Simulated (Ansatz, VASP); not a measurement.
**Two plane-wave programs on ZnHgO2**

INCAR

```
SYSTEM = ZnHgO2
ALGO = Normal
EDIFF = 1E-7
ENCUT = 520
GGA = PE
ISIF = 2
ISMEAR = -1
LASPH = .TRUE.
LCHARG = .TRUE.
LELF = .TRUE.
LREAL = .FALSE.
LVHAR = .TRUE.
LWAVE = .FALSE.
NBANDS = 26
NELM = 80
PREC = Accurate
SIGMA = 0.02
```

Contents of KPOINTS:

```
k-points
0
G
  6 6 4
  0 0 0
```

The input POSCAR:

```
ZnHgO2
1.0
    3.3247506653      0.0000000000      0.0000000000
    0.0000000000      3.3247506653      0.0000000000
    0.0000000000      0.0000000000      5.1086326642
Zn O Hg
1 2 1
Direct
    0.0000000000      0.0000000000      0.0000000000
    0.0000000000      0.5000000000      0.2034985326
    0.5000000000      0.0000000000      0.7965014674
    0.5000000000      0.5000000000      0.5000000000
```

Input for Ansatz:

```yaml
crystal:
  lattice:
    - [3.3247506653, 0.0, 0.0]
    - [0.0, 3.3247506653, 0.0]
    - [0.0, 0.0, 5.1086326642]
  atoms:
    - { symbol: Zn, position: [0.0, 0.0, 0.0] }
    - { symbol: O, position: [0.0, 0.5, 0.2034985326] }
    - { symbol: Hg, position: [0.5, 0.5, 0.5] }
    - { symbol: O, position: [0.5, 0.0, 0.7965014674] }
kpoints:
  mp_grid: { grid: [6, 6, 4] }
hamiltonian:
  xc: pbe
scf:
  occupations: { method: fermi_dirac, width: 0.02 }
  n_extra_bands: 5
output:
  forces: true
  stress: true
  eigenvalues: true
```

Alike in both runs: task single point; functional PBE; k mesh 6 × 6 × 4; occupations fermi-dirac, width 0.02 eV; no spin polarisation.

|  | VASP | Ansatz |
| --- | --- | --- |
| version | VASP 6.6.1 | Ansatz 0.2.0 |
| potentials or method | VASP PAW PBE potentials, release 64 (Zn, O, Hg) | plane waves, PAW |
| plane-wave cutoff (eV) | 520 | 420 |
| valence electrons in the cell | 36 | 44 |

```csv
,VASP,Ansatz,Ansatz less VASP
pressure (GPa),8.5,7.4,-1.17
rms of the force components (eV/Å),0.030,0.016,-0.0139
```

The functional is the same, so the differences come from potentials, cutoffs and numerics. VASP's potentials hold 36 valence electrons a cell and Ansatz's 44, so a difference there can come from the potentials and not from the codes.

Spin-orbit coupling is off throughout.
